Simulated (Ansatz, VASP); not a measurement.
Two plane-wave programs on W

```
W
1.0
    -1.72508    1.72508    1.46952
     1.72508   -1.72508    1.46952
     1.72508    1.72508   -1.46952
W
1
Direct
  0.00000 0.00000 0.00000
```

Change from the starting cell: strain +0.080 along x and y, -0.080 along z, atoms carried along.

Alike in both runs: task single point; functional PBEsol; k mesh 20 × 20 × 20; occupations gaussian, width 0.15 eV; no spin polarisation.

|  | VASP | Ansatz |
| --- | --- | --- |
| version | VASP 6.6.1 | Ansatz 0.2.0 |
| potentials or method | VASP PAW PBE potentials, release 64 (W_sv), cutoff 520 eV | scalar-relativistic, plane waves, PAW |
| valence electrons in the cell | 14 | 14 |

Ansatz gave:

| Quantity | Value |
| --- | --- |
| gap on the k mesh at the Fermi level (eV) | none |
| pressure (GPa) | -24.4 |
| traceless stress, the component that is largest in VASP (GPa) | 21.34 |

Problem. Estimate VASP's values.

Solution. gap on the k mesh at the Fermi level (eV): none; pressure (GPa): -24.1; traceless stress, the component that is largest in VASP (GPa): 21.40.

VASP's potentials were made for PBE, not for PBEsol. A gap of «none» marks a metal or a gap that the smearing closes.

Spin-orbit coupling is off throughout.
